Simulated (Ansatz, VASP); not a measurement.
## Two plane-wave programs on Cs

```xyz
1
Lattice="-3.3700 3.3700 3.3700 3.3700 -3.3700 3.3700 3.3700 3.3700 -3.3700" Properties=species:S:1:pos:R:3 pbc="T T T"
Cs    0.0000    0.0000    0.0000
```

Alike in both runs: functional LDA; k mesh 6 × 6 × 6; occupations gaussian, width 0.01 eV; no spin polarisation.

|  | VASP | Ansatz |
| --- | --- | --- |
| version | VASP 6.6.1 | Ansatz 0.2.0 |
| potentials or method | VASP PAW LDA potentials, release 64 (Cs_sv) | JTH PAW LDA |
| plane-wave cutoff (eV) | 500 | 1230 |
| valence electrons in the cell | 9 | 9 |
| task | single point | electron localisation function |

|  | VASP | Ansatz | Ansatz less VASP |
| --- | --- | --- | --- |
| gap on the k mesh at the Fermi level (eV) | none | none | - |
| pressure (GPa) | -0.5 | -0.5 | +0.01 |

LDA's correlation is that of Perdew and Zunger in VASP and of Perdew and Wang (1992) in Ansatz. A gap of «none» marks a metal or a gap that the smearing closes.

Neither program's run includes spin-orbit coupling.
